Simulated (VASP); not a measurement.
# ZrSe2 (P-3m1) in VASP: single point with HSE06

Aim: the single point of ZrSe2 with HSE06.

All numbers are computed with VASP 6.6.1; they aren't measurements. Logs are shortened: lines on timing, memory, paths and dates and some standing lists are left out, and cuts for length are marked.

## 1. The cell of the first run

It takes space group P-3m1 (No. 164, trigonal). Conventional cell: a = 3.788 Å, b = 3.788 Å, c = 6.181 Å, α = 90.00°, β = 90.00°, γ = 120.00°. Within 3.5 Å of Zr (site symmetry -3m) lie 6 Se at 2.69 Å. Se (site symmetry 3m) has 3 Zr at 2.69 Å within 3.5 Å.

## 2. Single point, HSE06

POSCAR reads:

```
ZrSe2
1.0
    3.7882060434      0.0000000000      0.0000000000
   -1.8941030217      3.2806826683      0.0000000000
    0.0000000000      0.0000000000      6.1807254339
Zr Se
1 2
Direct
    0.0000000000      0.0000000000      0.0000000000
    0.6666666667      0.3333333333      0.7462213918
    0.3333333333      0.6666666667      0.2537786082
```

INCAR.step1 reads:

```
SYSTEM = ZrSe2
PREC = Accurate
ENCUT = 400
EDIFF = 1E-5
ISMEAR = 0
SIGMA = 0.01
LREAL = .False.
LASPH = .True.
NELM = 120
ALGO = Normal
ISIF = 2
LWAVE = .True.
LCHARG = .False.
NBANDS = 19
GGA = PE
GGA_COMPAT = .False.
```

INCAR.step2 reads:

```
SYSTEM = ZrSe2
PREC = Accurate
ENCUT = 400
EDIFF = 1E-6
ISMEAR = 0
SIGMA = 0.01
LREAL = .False.
LASPH = .True.
NELM = 120
ALGO = Normal
ISIF = 2
LWAVE = .False.
LCHARG = .False.
GGA = PE
LHFCALC = .True.
HFSCREEN = 0.2079
PRECFOCK = Normal
NBANDS = 19
ISTART = 1
GGA_COMPAT = .False.
```

KPOINTS reads:

```
regular mesh
0
Gamma
  6 6 4
  0 0 0
```

Potentials or basis: VASP PAW PBE potentials, release 64 (Zr_sv, Se).

Command:

```console
$ cat potpaw_PBE.64/Zr_sv/POTCAR potpaw_PBE.64/Se/POTCAR > POTCAR
$ cp INCAR.step1 INCAR
$ mpirun -np 1 vasp_std > vasp.out
$ cp INCAR.step2 INCAR
$ mpirun -np 1 vasp_std > vasp.out
```

OUTCAR:

```text
SYSTEM = ZrSe2
   PREC = Accurate
   ENCUT = 400
   EDIFF = 1E-6
   ISMEAR = 0
   LREAL = .False.
   LASPH = .True.
   NELM = 120
   ISIF = 2
   GGA = PE
   LHFCALC = .True.
   HFSCREEN = 0.2079
   PRECFOCK = Normal
   ISTART = 1

 ion  position               nearest neighbor table
   1  0.000  0.000  0.000-   2 2.69   3 2.69   3 2.69   2 2.69   2 2.69   3 2.69
   2  0.667  0.333  0.746-   1 2.69   1 2.69   1 2.69
   3  0.333  0.667  0.254-   1 2.69   1 2.69   1 2.69

  LATTYP: Found a hexagonal cell.
 ALAT       =     3.7882060434
 C/A-ratio  =     1.6315705543

  Lattice vectors:

 A1 = (   3.7882060434,   0.0000000000,   0.0000000000)
 A2 = (  -1.8941030217,   3.2806826683,   0.0000000000)
 A3 = (   0.0000000000,   0.0000000000,   6.1807254339)

Analysis of symmetry for initial positions (statically):
=====================================================================
 Subroutine PRICEL returns:
 Original cell was already a primitive cell.

 Routine SETGRP: Setting up the symmetry group for a
 hexagonal supercell.

 Subroutine GETGRP returns: Found 12 space group operations
 (whereof 12 operations were pure point group operations)
 out of a pool of 24 trial point group operations.

The static configuration has the point symmetry D_3d.

Analysis of symmetry for dynamics (positions and initial velocities):
=====================================================================
 Subroutine PRICEL returns:
 Original cell was already a primitive cell.

 Routine SETGRP: Setting up the symmetry group for a
 hexagonal supercell.

 Subroutine GETGRP returns: Found 12 space group operations
 (whereof 12 operations were pure point group operations)
 out of a pool of 24 trial point group operations.

The dynamic configuration has the point symmetry D_3d.

 Subroutine INISYM returns: Found 12 space group operations
 (whereof 12 operations are pure point group operations),
 and found     1 'primitive' translations

----------------------------------------------------------------------------------------

                                     Primitive cell

  volume of cell :      76.8134

  direct lattice vectors                    reciprocal lattice vectors
     3.788206043  0.000000000  0.000000000     0.263977194  0.152407304  0.000000000
    -1.894103022  3.280682668  0.000000000     0.000000000  0.304814608  0.000000000
     0.000000000  0.000000000  6.180725434     0.000000000  0.000000000  0.161793306

  length of vectors
     3.788206043  3.788206043  6.180725434     0.304814608  0.304814608  0.161793306

  position of ions in fractional coordinates (direct lattice)
     0.000000000  0.000000000  0.000000000
     0.666666667  0.333333333  0.746221392
     0.333333333  0.666666667  0.253778608

  ion indices of the primitive-cell ions
   primitive index   ion index
                 1           1
                 2           2
                 3           3

----------------------------------------------------------------------------------------

 KPOINTS: regular mesh

Automatic generation of k-mesh.
 Grid dimensions read from file:
 generate k-points for:    6    6    4

 Generating k-lattice:

  Cartesian coordinates                     Fractional coordinates (reciprocal lattice)
     0.043996199  0.025401217  0.000000000     0.166666667  0.000000000  0.000000000
     0.000000000  0.050802435  0.000000000     0.000000000  0.166666667  0.000000000
     0.000000000  0.000000000  0.040448326     0.000000000  0.000000000  0.250000000

  Length of vectors
     0.050802435  0.050802435  0.040448326

  Shift w.r.t. Gamma in fractional coordinates (k-lattice)
     0.000000000  0.000000000  0.000000000

 Subroutine IBZKPT returns following result:
 ===========================================

 Found     24 irreducible k-points:

 Following reciprocal coordinates:
            Coordinates               Weight
  0.000000  0.000000  0.000000      1.000000
  0.166667  0.000000  0.000000      6.000000
  0.333333  0.000000  0.000000      6.000000
  0.500000  0.000000  0.000000      3.000000
  0.166667  0.166667  0.000000      6.000000
  0.333333  0.166667  0.000000     12.000000
[... 16 lines left out ...]
  0.333333  0.166667  0.500000     12.000000
  0.333333  0.333333  0.500000      2.000000
   k-points           NKPTS =     24   k-points in BZ     NKDIM =    144   number of bands    NBANDS=     19
   number of dos      NEDOS =    301   number of ions     NIONS =      3
   total plane-waves  NPLWV =  31360
   dimension x,y,z NGX =    28 NGY =   28 NGZ =   40
   dimension x,y,z NGXF=    56 NGYF=   56 NGZF=   80
   ions per type =               1   2
   NGX,Y,Z   is equivalent  to a cutoff of  12.29, 12.29, 10.76 a.u.
   NGXF,Y,Z  is equivalent  to a cutoff of  24.58, 24.58, 21.52 a.u.
 SYSTEM =  ZrSe2
   PREC   = accura    normal or accurate (medium, high low for compatibility)
   ISTART =      1    job   : 0-new  1-cont  2-samecut
   ICHARG =      0    charge: 1-file 2-atom 10-const
   ISPIN  =      1    spin polarized calculation?
   LNONCOLLINEAR =      F non collinear calculations
   LSORBIT =      F    spin-orbit coupling
   LASPH  =      T    aspherical Exc in radial PAW
   ENCUT  =  400.0 eV  29.40 Ry    5.42 a.u.   6.18  6.18 10.08*2*pi/ulx,y,z
   NELM   =    120;   NELMIN=  2; NELMDL=  0     # of ELM steps
   EDIFF  = 0.1E-05   stopping-criterion for ELM
   LREAL  =      F    real-space projection
   EDIFFG = 0.1E-04   stopping-criterion for IOM
   NSW    =      0    number of steps for IOM
   IBRION =     -1    ionic relax: 0-MD 1-quasi-New 2-CG
   NFREE  =      0    steps in history (QN), initial steepest desc. (CG)
   ISIF   =      2    stress and relaxation
   ISYM   =      3    0-nonsym 1-usesym 2-fastsym
   POTIM  = 0.5000    time-step for ionic-motion
   TEBEG  =    0.0;   TEEND  =   0.0 temperature during run
   PSTRESS=    0.0 pullay stress
   NELECT =      24.0000    total number of electrons
   NUPDOWN=      -1.0000    fix difference up-down
   EMIN   =  10.00;   EMAX   =-10.00  energy-range for DOS
   EFERMI =   0.00;   METHOD = LEGACY
   ISMEAR =     0;   SIGMA  =   0.01  broadening in eV -4-tet -1-fermi 0-gaus
   EFERMI_NEDOS =   21; number of points for ismear=-14 and -15
   IALGO  =     38    algorithm
   IMIX   =      1    mixing-type and parameters
     AMIX     =   0.40;   BMIX     =  1.00
     AMIX_MAG =   1.60;   BMIX_MAG =  1.00
  volume/ion in A,a.u.               =      25.60       172.79
  Fermi-wavevector in a.u.,A,eV,Ry     =   1.110877  2.099254 16.790252  1.234049
  Thomas-Fermi vector in A             =   2.247434
   LORBIT       =      0    0 simple, 1 ext, 2 COOP (PROOUT), +10 PAW based schemes
   GGA     = PE    functional components
   LHFCALC =     T    Hartree Fock is set to
   PRECFOCK=normal    Normal, Fast or Accurate (Low or Medium for compatibility)
   ENCUT4O =  -1.0   cutoff for four orbital integrals eV
   NKREDX  =     1    reduce k-point grid by
   NKREDY  =     1    reduce k-point grid by
   NKREDZ  =     1    reduce k-point grid by
   AEXX    =    0.2500 exact exchange contribution
   HFSCREEN=    0.2079 screening length (either q_TF or 0.3 A-1)
   HFSCREENC=   0.2079 screening length for correlation (either q_TF or 0.3 A-1)
   ENCUTFOCK=  -1.0 apply spherical cutoff to Coloumb kernel
   IVDW    =     0    specifies the selected vdW correction
   LEPSILON=     F    determine dielectric tensor
   LRPA    =     F    only Hartree local field effects (RPA)
 non-spin polarized calculation
 Gauss-broadening in eV      SIGMA  =   0.01
  energy-cutoff  :      400.00
  volume of cell :       76.81
 maximum number of plane-waves:      1406
 NGX is ok and might be reduce to    28
  NGX = 20; NGY = 20; NGZ = 32

 number of electron      24.0000000 magnetization

 Free energy of the ion-electron system (eV)
  ---------------------------------------------------
  ext. energy  EPLUGINS =         0.00000000
  ---------------------------------------------------
  free energy    TOTEN  =       -23.32900338 eV

  energy without entropy =      -23.32900338  energy(sigma->0) =      -23.32900338

 E-fermi :   4.0997     XC(G=0):  -7.8967

 val. band max:        3.8905789127   @ k =   0.0000   0.0000   0.0000
 cond. band min:       4.8560210565   @ k =   0.5000   0.0000   0.5000
 fundamental gap:      0.9654421438
 Fermi energy:         4.0996930925

 k-point     1 :       0.0000    0.0000    0.0000
  band No.  band energies     occupation
      1     -49.1655      2.00000
      2     -25.8168      2.00000
      3     -25.6807      2.00000
      4     -25.6807      2.00000
      5     -10.6493      2.00000
      6      -9.2189      2.00000
[... 11 lines left out ...]
     18       9.5474      0.00000
     19       9.6972      0.00000

 k-point     2 :       0.1667    0.0000    0.0000
  band No.  band energies     occupation
      1     -49.1619      2.00000
      2     -25.8042      2.00000
      3     -25.7375      2.00000
      4     -25.6931      2.00000
      5     -10.3754      2.00000
      6      -9.2442      2.00000
[... 11 lines left out ...]
     18      10.8814      0.00000
     19      11.5025      0.00000

 k-point     3 :       0.3333    0.0000    0.0000
  band No.  band energies     occupation
      1     -49.1546      2.00000
      2     -25.8497      2.00000
      3     -25.7784      2.00000
      4     -25.7176      2.00000
      5      -9.7760      2.00000
      6      -9.2794      2.00000
[... 11 lines left out ...]
     18      11.4549      0.00000
     19      12.0498      0.00000

 k-point     4 :       0.5000    0.0000    0.0000
  band No.  band energies     occupation
      1     -49.1509      2.00000
      2     -25.9045      2.00000
      3     -25.7658      2.00000
      4     -25.7297      2.00000
      5      -9.5082      2.00000
      6      -9.2149      2.00000
[... 11 lines left out ...]
     18      10.5751      0.00000
     19      12.0863      0.00000

 k-point     5 :       0.1667    0.1667    0.0000
  band No.  band energies     occupation
      1     -49.1564      2.00000
      2     -25.8106      2.00000
      3     -25.7856      2.00000
      4     -25.7223      2.00000
      5      -9.9275      2.00000
      6      -9.2795      2.00000
[... 11 lines left out ...]
     18      12.4956      0.00000
     19      13.0555      0.00000

 k-point     6 :       0.3333    0.1667    0.0000
  band No.  band energies     occupation
      1     -49.1509      2.00000
      2     -25.8751      2.00000
      3     -25.7673      2.00000
      4     -25.7586      2.00000
      5      -9.4550      2.00000
      6      -9.2709      2.00000
[... 11 lines left out ...]
     18      11.6633      0.00000
     19      12.3338      0.00000

 k-point     7 :       0.3333    0.3333    0.0000
  band No.  band energies     occupation
      1     -49.1491      2.00000
      2     -25.8344      2.00000
      3     -25.8344      2.00000
      4     -25.7605      2.00000
      5      -9.2736      2.00000
      6      -9.2736      2.00000
[... 11 lines left out ...]
     18      11.2549      0.00000
     19      13.8267      0.00000

 k-point     8 :       0.0000    0.0000    0.2500
  band No.  band energies     occupation
      1     -49.1655      2.00000
      2     -25.8169      2.00000
      3     -25.6807      2.00000
      4     -25.6807      2.00000
      5     -10.5210      2.00000
      6      -9.4172      2.00000
[... 256 lines left out ...]
 k-point    20 :       0.3333    0.0000    0.5000
  band No.  band energies     occupation
      1     -49.1546      2.00000
      2     -25.8496      2.00000
      3     -25.7783      2.00000
      4     -25.7176      2.00000
      5      -9.6721      2.00000
      6      -9.3884      2.00000
[... 11 lines left out ...]
     18      10.6818      0.00000
     19      11.3808      0.00000

 k-point    21 :       0.5000    0.0000    0.5000
  band No.  band energies     occupation
      1     -49.1510      2.00000
      2     -25.9042      2.00000
      3     -25.7657      2.00000
      4     -25.7299      2.00000
      5      -9.6210      2.00000
      6      -9.0762      2.00000
[... 11 lines left out ...]
     18      10.1974      0.00000
     19      11.1939      0.00000

 k-point    22 :       0.1667    0.1667    0.5000
  band No.  band energies     occupation
      1     -49.1564      2.00000
      2     -25.8106      2.00000
      3     -25.7857      2.00000
      4     -25.7222      2.00000
      5      -9.6670      2.00000
      6      -9.5673      2.00000
[... 11 lines left out ...]
     18      12.2411      0.00000
     19      12.6823      0.00000

 k-point    23 :       0.3333    0.1667    0.5000
  band No.  band energies     occupation
      1     -49.1510      2.00000
      2     -25.8750      2.00000
      3     -25.7673      2.00000
      4     -25.7585      2.00000
      5      -9.5099      2.00000
      6      -9.2077      2.00000
[... 11 lines left out ...]
     18      11.0426      0.00000
     19      11.9056      0.00000

 k-point    24 :       0.3333    0.3333    0.5000
  band No.  band energies     occupation
      1     -49.1491      2.00000
      2     -25.8342      2.00000
      3     -25.8342      2.00000
      4     -25.7603      2.00000
      5      -9.2763      2.00000
      6      -9.2763      2.00000
[... 11 lines left out ...]
     18      12.3736      0.00000
     19      12.3736      0.00000

------------------------ aborting loop because EDIFF is reached ----------------------------------------

  FORCE on cell =-STRESS in cart. coord.  units (eV):
  Direction    XX          YY          ZZ          XY          YZ          ZX
  --------------------------------------------------------------------------------------
  -------------------------------------------------------------------------------------
  Total        0.0027092      0.0027092      0.2353126     -0.0000000      0.0000000      0.0000000
  in kB        0.0565082      0.0565082      4.9081583     -0.0000000      0.0000000      0.0000000
  external PRESSURE =       1.6737249 kB  Pullay stress =       0.0000000 kB

 VOLUME and BASIS-vectors are now :
 -----------------------------------------------------------------------------
  energy-cutoff  :      400.00
  volume of cell :       76.81
      direct lattice vectors                 reciprocal lattice vectors
     3.788206043  0.000000000  0.000000000     0.263977194  0.152407304  0.000000000
    -1.894103022  3.280682668  0.000000000     0.000000000  0.304814608  0.000000000
     0.000000000  0.000000000  6.180725434     0.000000000  0.000000000  0.161793306

 POSITION                                       TOTAL-FORCE (eV/Angst)
 -----------------------------------------------------------------------------------
      0.00000      0.00000      0.00000         0.000000      0.000000      0.000000
      1.89410      1.09356      4.61219        -0.000000      0.000000      0.153640
     -0.00000      2.18712      1.56854         0.000000     -0.000000     -0.153640
 -----------------------------------------------------------------------------------
    total drift:                               -0.000000      0.000000      0.000000

  FREE ENERGIE OF THE ION-ELECTRON SYSTEM (eV)
  ---------------------------------------------------
  free  energy   TOTEN  =       -23.3290033797 eV

  energy  without entropy=      -23.3290033797  energy(sigma->0) =      -23.32900338
```

Run time: 39 min. Hardware: 1 thread of AMD EPYC 9R45 (Zen 5), shared host; peak memory 0.28 GiB.

Results:

| Quantity | Value |
| --- | --- |
| Free energy | -23.3290 eV |
| Pressure | 0.2 GPa |
| Largest force | 0.154 eV/Å |
| Band gap on the k mesh | 0.97 eV (least direct gap 1.80 eV) |

Forces on the atoms (eV/Å):
```
Zr   0.000  0.000  0.000
Se   0.000  0.000  0.154
Se   0.000  0.000 -0.154
```

Caveat: the PAW data sets were made with another functional, which shifts forces and pressure a little; this functional lacks dispersion, which binds layers or chains, so the pressure and a relaxed spacing across them are unreliable. A k mesh can miss the band edges.
